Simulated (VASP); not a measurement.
# PtSe2 (P-3m1) in VASP: notebook, part 2 of 2

VASP 6.6.1. Earlier steps stand in the parts before.

## Step 3: Relaxation of cell and atoms, PBEsol-based screened hybrid with 25 % exact exchange

Contents of POSCAR:

```
PtSe2
1.0
    3.7240000000      0.0000000000      0.0000000000
   -1.8620000000      3.2250786037      0.0000000000
    0.0000000000      0.0000000000      5.0620000000
Pt Se
1 2
Direct
    0.0000000000      0.0000000000      0.0000000000
    0.6666666667      0.3333333333      0.7500000000
    0.3333333333      0.6666666667      0.2500000000
```

Contents of INCAR.step1:

```
  PREC = Accurate
  ENCUT = 600
  EDIFF = 1E-5
  ISMEAR = -1
  SIGMA = 0.05
  LREAL = False
  LASPH = True
  NELM = 100
  ALGO = Normal
  LWAVE = True
  LCHARG = False
  GGA = PE
  NBANDS = 18
```

Contents of INCAR.step2:

```
  PREC = Accurate
  ENCUT = 600
  EDIFF = 1E-6
  ISMEAR = -1
  SIGMA = 0.05
  LREAL = False
  LASPH = True
  NELM = 100
  ALGO = Normal
  ISIF = 3
  LWAVE = False
  LCHARG = False
  GGA = PS
  LHFCALC = True
  AEXX = 0.25
  HFSCREEN = 0.207
  PRECFOCK = Normal
  IBRION = 2
  NSW = 60
  EDIFFG = -0.01
  ISTART = 1
```

Contents of KPOINTS:

```
Automatic mesh
0
Gamma
  4 4 3
```

Potentials or basis: VASP PAW PBE potentials, release 64 (Pt, Se).

Run with:

```
> cat potpaw_PBE.64/Pt/POTCAR potpaw_PBE.64/Se/POTCAR > POTCAR
> cp INCAR.step1 INCAR
> mpirun -np 1 vasp_std > vasp.out
> cp INCAR.step2 INCAR
> mpirun -np 1 vasp_std > vasp.out
```

OUTCAR:

```text
PREC = Accurate
   ENCUT = 600
   EDIFF = 1E-6
   ISMEAR = -1
   LREAL = False
   LASPH = True
   NELM = 100
   ISIF = 3
   GGA = PS
   LHFCALC = True
   AEXX = 0.25
   HFSCREEN = 0.207
   PRECFOCK = Normal
   IBRION = 2
   NSW = 60
   EDIFFG = -0.01
   ISTART = 1

 ion  position               nearest neighbor table
   1  0.000  0.000  0.000-   2 2.49   3 2.49   2 2.49   3 2.49   2 2.49   3 2.49
   2  0.667  0.333  0.750-   1 2.49   1 2.49   1 2.49
   3  0.333  0.667  0.250-   1 2.49   1 2.49   1 2.49

  LATTYP: Found a hexagonal cell.
 ALAT       =     3.7240000000
 C/A-ratio  =     1.3592910849

  Lattice vectors:

 A1 = (   3.7240000000,   0.0000000000,   0.0000000000)
 A2 = (  -1.8620000000,   3.2250786037,   0.0000000000)
 A3 = (   0.0000000000,   0.0000000000,   5.0620000000)

Analysis of symmetry for initial positions (statically):
=====================================================================
 Subroutine PRICEL returns:
 Original cell was already a primitive cell.

[... 167 lines left out ...]

  FORCE on cell =-STRESS in cart. coord.  units (eV):
  Direction    XX          YY          ZZ          XY          YZ          ZX
  --------------------------------------------------------------------------------------
  -------------------------------------------------------------------------------------
  Total       -0.2307080     -0.2307080     -0.4935176     -0.0000000      0.0000000     -0.0000000
  in kB       -6.0799660     -6.0799660    -13.0059208     -0.0000000      0.0000000     -0.0000000
  external PRESSURE =      -8.3886176 kB  Pullay stress =       0.0000000 kB
[... 92 lines left out ...]
  FREE ENERGIE OF THE ION-ELECTRON SYSTEM (eV)
  ---------------------------------------------------
  free  energy   TOTEN  =       -18.3937196398 eV

  energy  without entropy=      -18.3874934746  energy(sigma->0) =      -18.39060656

[... ionic steps 4 to 9 ...]

--------------------------------------- Ionic step       10  -------------------------------------------

 number of electron      22.0000000 magnetization

------------------------ aborting loop because EDIFF is reached ----------------------------------------
[... 69 lines left out ...]
--------------------------------------- Ionic step       12  -------------------------------------------

 number of electron      22.0000000 magnetization

 Free energy of the ion-electron system (eV)
  ---------------------------------------------------
  ext. energy  EPLUGINS =         0.00000000
  ---------------------------------------------------
  free energy    TOTEN  =       -18.39705303 eV

  energy without entropy =      -18.39066381  energy(sigma->0) =      -18.39385842

 E-fermi :   6.7158     XC(G=0):  -8.9888

 val. band max:        5.7666194672   @ k =   0.0000   0.2500   0.3333
 cond. band min:       6.8030698223   @ k =   0.0000   0.2500   0.3333
 fundamental gap:      1.0364503551
 Fermi energy:         6.7157997798

 k-point     1 :       0.0000    0.0000    0.0000
  band No.  band energies     occupation
      1     -11.1294      2.00000
      2      -7.7375      2.00000
      3      -1.9067      2.00000
      4      -1.0608      2.00000
      5      -1.0608      2.00000
      6       1.3860      2.00000
      7       1.3860      2.00000
      8       3.0841      2.00000
      9       5.0764      2.00000
     10       5.0764      2.00000
     11       7.0787      0.00141
     12       8.1005      0.00000
     13       8.1005      0.00000
     14      10.2624      0.00000
[... 173 lines left out ...]
  FREE ENERGIE OF THE ION-ELECTRON SYSTEM (eV)
  ---------------------------------------------------
  free  energy   TOTEN  =       -18.3970530259 eV

  energy  without entropy=      -18.3906638129  energy(sigma->0) =      -18.39385842

 reached required accuracy - stopping structural energy minimisation
```

OUTCAR.step1:

```text
PREC = Accurate
   ENCUT = 600
   EDIFF = 1E-5
   ISMEAR = -1
   LREAL = False
   LASPH = True
[... 395 lines left out ...]
      0.00000      0.00000      0.00000        -0.000000      0.000000      0.000000
      1.86200      1.07503      3.79650        -0.000000      0.000000     -0.505257
     -0.00000      2.15005      1.26550         0.000000     -0.000000      0.505257
 -----------------------------------------------------------------------------------
    total drift:                                0.000000      0.000000     -0.000000

  FREE ENERGIE OF THE ION-ELECTRON SYSTEM (eV)
  ---------------------------------------------------
  free  energy   TOTEN  =       -14.2459916801 eV

  energy  without entropy=      -14.2388511816  energy(sigma->0) =      -14.24242143
```

OSZICAR.step1:

```text
N       E                     dE             d eps       ncg     rms          rms(c)
DAV:   1     0.124119745175E+03    0.12412E+03   -0.10832E+04   324   0.121E+03
DAV:   2    -0.919974948193E+01   -0.13332E+03   -0.12950E+03   406   0.232E+02
DAV:   3    -0.149645485451E+02   -0.57648E+01   -0.57267E+01   400   0.468E+01
DAV:   4    -0.150075166388E+02   -0.42968E-01   -0.42957E-01   388   0.430E+00
DAV:   5    -0.150079800530E+02   -0.46341E-03   -0.46338E-03   404   0.441E-01    0.131E+01
DAV:   6    -0.144668057755E+02    0.54117E+00   -0.43666E+00   352   0.178E+01    0.809E+00
DAV:   7    -0.142650120393E+02    0.20179E+00   -0.85960E-01   348   0.851E+00    0.409E+00
DAV:   8    -0.142483050775E+02    0.16707E-01   -0.47698E-02   372   0.154E+00    0.794E-01
DAV:   9    -0.142458276430E+02    0.24774E-02   -0.78701E-03   366   0.801E-01    0.169E-01
DAV:  10    -0.142459832294E+02   -0.15559E-03   -0.10837E-03   380   0.204E-01    0.381E-02
DAV:  11    -0.142459916801E+02   -0.84507E-05   -0.43643E-05   402   0.490E-02
   1 F= -.14245992E+02 E0= -.14242421E+02  d E =-.714050E-02
```

Run time: 60 min. Hardware: 1 thread of AMD EPYC 9R45 (Zen 5), shared host; peak memory 0.3 GiB.

What came out:

| Property | Result |
| --- | --- |
| Free energy | -18.3971 eV |
| Relaxed volume | 19.86 Å³/atom |
| Relaxed cell | a = 3.737 Å, b = 3.737 Å, c = 4.929 Å, α = 90.00°, β = 90.00°, γ = 120.00° |
| Space group after relaxing (to 0.1 Å) | P-3m1 (No. 164) |
| Energy gained by relaxing | 1.6 meV/atom |
| Ionic steps | 12 |
| Pressure after relaxing | 0.0 GPa |
| Largest force after relaxing | 0.005 eV/Å |
| Band gap on the k mesh | zero (bands 11 and 12 overlap by 0.28 eV) |

Forces in eV/Å, atoms in the order of the input:
```
Pt   0.000  0.000  0.000
Se   0.000  0.000 -0.005
Se   0.000  0.000  0.005
```

Step by step:
| step | energy change (eV) | largest force (eV/Å) | pressure (GPa) | volume (Å³) |
| --- | --- | --- | --- | --- |
| 1 | 0.0000 | 0.0802 | -0.84 | 60.80 |
| 2 | 0.0010 | 0.1792 | 1.45 | 59.87 |
| 3 | -0.0014 | 0.0306 | 0.14 | 60.39 |
| 4 | -0.0024 | 0.0460 | 0.05 | 60.33 |
| 5 | -0.0033 | 0.0899 | -0.18 | 60.14 |
| 6 | -0.0034 | 0.0826 | -0.13 | 60.17 |
| 7 | -0.0042 | 0.0563 | -0.08 | 59.93 |
| 8 | -0.0044 | 0.0141 | 0.12 | 59.30 |
| 9 | -0.0047 | 0.0163 | 0.04 | 59.56 |
| 10 | -0.0047 | 0.0176 | -0.19 | 59.66 |
| 11 | -0.0047 | 0.0004 | -0.10 | 59.60 |
| 12 | -0.0047 | 0.0053 | -0.04 | 59.59 |

Final structure:
```
Pt Se
1.0
     3.73659    0.00000    0.00000
    -1.86829    3.23598    0.00000
     0.00000    0.00000    4.92860
Pt Se
1 2
Direct
  0.00000 0.00000 0.00000
  0.66667 0.33333 0.74713
  0.33333 0.66667 0.25287
```

Levels at points of the mesh, in eV from the Fermi level:
```csv
k point,band 7,band 8,band 9,band 10,band 11,band 12,band 13,band 14,band 15
"(0.00, 0.00, 0.00)",-5.33,-3.63,-1.64,-1.64,0.36,1.38,1.38,3.55,4.65
"(0.50, 0.00, 0.00)",-4.89,-4.76,-4.59,-4.54,-3.85,0.66,2.68,5.15,6.26
```

Caveat: the k points lie up to 0.49 Å⁻¹ apart in the final cell; the PAW data sets were made with another functional, which shifts forces and pressure a little; spin-orbit coupling is left out, which moves the levels of the heavy elements.

## Step 4: Single point, r2SCAN

This run uses another cell than the first one, of 21.08 Å³/atom.

Contents of POSCAR:

```
PtSe2
1.0
    3.7730056198      0.0000000000      0.0000000000
   -1.8865028099      3.2675187154      0.0000000000
    0.0000000000      0.0000000000      5.1286129021
Pt Se
1 2
Direct
    0.0000000000      0.0000000000      0.0000000000
    0.6666666667      0.3333333333      0.7500000000
    0.3333333333      0.6666666667      0.2500000000
```

Contents of INCAR.step1:

```
ALGO = Normal
EDIFF = 1E-4
ENCUT = 520
GGA = PE
ISMEAR = -1
LASPH = T
LCHARG = F
LREAL = F
LWAVE = T
NBANDS = 18
NELM = 60
PREC = Accurate
SIGMA = 0.05
```

Contents of INCAR.step2:

```
ALGO = Normal
EDIFF = 1E-6
ENCUT = 520
ISIF = 2
ISMEAR = -1
ISTART = 1
LASPH = T
LCHARG = F
LMIXTAU = T
LREAL = F
LWAVE = F
METAGGA = R2SCAN
NBANDS = 18
NELM = 60
PREC = Accurate
SIGMA = 0.05
```

Contents of KPOINTS:

```
k-points
0
Gamma
  8 8 5
```

Run with:

```
> cat potpaw_PBE.64/Pt/POTCAR potpaw_PBE.64/Se/POTCAR > POTCAR
> cp INCAR.step1 INCAR
> mpirun -np 1 vasp_std > vasp.out
> cp INCAR.step2 INCAR
> mpirun -np 1 vasp_std > vasp.out
```

It took 2.2 min on 1 thread of Intel Xeon Platinum 8259CL at 2.50GHz (Skylake/Cascade Lake), shared host; peak memory 0.2 GiB.

The run converged. Its results:

| Property | Result |
| --- | --- |
| Free energy | -81.4611 eV |
| Pressure | -0.3 GPa |
| Largest force | 0.077 eV/Å |
| Band gap on the k mesh | zero (bands 11 and 12 overlap by 0.16 eV) |

Forces on the atoms (eV/Å):
```
Pt   0.000  0.000  0.000
Se   0.000  0.000  0.077
Se   0.000  0.000 -0.077
```

Stress tensor (GPa, compression positive):
```
-0.87  0.00  0.00
 0.00 -0.87  0.00
 0.00  0.00  0.96
```

Levels at points of the mesh, in eV from the Fermi level:
```tsv
k point	band 7	band 8	band 9	band 10	band 11	band 12	band 13	band 14	band 15	band 16
(0.00, 0.00, 0.00)	-4.12	-2.72	-1.22	-1.22	0.28	1.39	1.39	4.05	4.40	7.64
(0.50, 0.00, 0.00)	-3.73	-3.67	-3.62	-3.57	-3.09	0.66	2.23	4.87	6.25	7.43
```

Caveat: the PAW data sets were made with another functional, which shifts forces and pressure a little; spin-orbit coupling is left out, which moves the levels of the heavy elements.

## Step 5: The runs side by side

```csv
task,level,cell,k mesh,cutoff (eV),grid for exact exchange (PRECFOCK),share of exact exchange,screening parameter,gap on the mesh (eV),pressure (GPa),largest force (eV/Å)
single point,PBEsol-based screened hybrid with 25 % exact exchange,"a = 3.724, b = 3.724, c = 5.062 Å, angles 90.0, 90.0, 120.0°, 3 atoms",5 × 5 × 3,520,Normal,0.25,0.207 1/Å,0.13,-0.7,0.08
relaxation of cell and atoms,PBEsol-based screened hybrid with 25 % exact exchange,"relaxed from a = 3.724, b = 3.724, c = 5.062 Å, angles 90.0, 90.0, 120.0°, 3 atoms",4 × 4 × 3,600,Normal,0.25,0.207 1/Å,none,0.0,0.01
single point,r2SCAN,"a = 3.773, b = 3.773, c = 5.129 Å, angles 90.0, 90.0, 120.0°, 3 atoms",8 × 8 × 5,520,-,-,-,none,-0.3,0.08
```

Alike in all rows: potentials or basis VASP PAW PBE potentials, release 64 (Pt, Se); no spin polarisation; smearing fermi-dirac 0.05 eV.

Caveats: some runs use coarse meshes; the PAW data sets were made with another functional, which shifts forces and pressure a little; spin-orbit coupling is left out, which moves the levels of the heavy elements; an odd mesh through Γ misses points on the zone boundary, where band edges can lie (at least some runs).

Absolute energies hang on the potentials; compare differences alone.
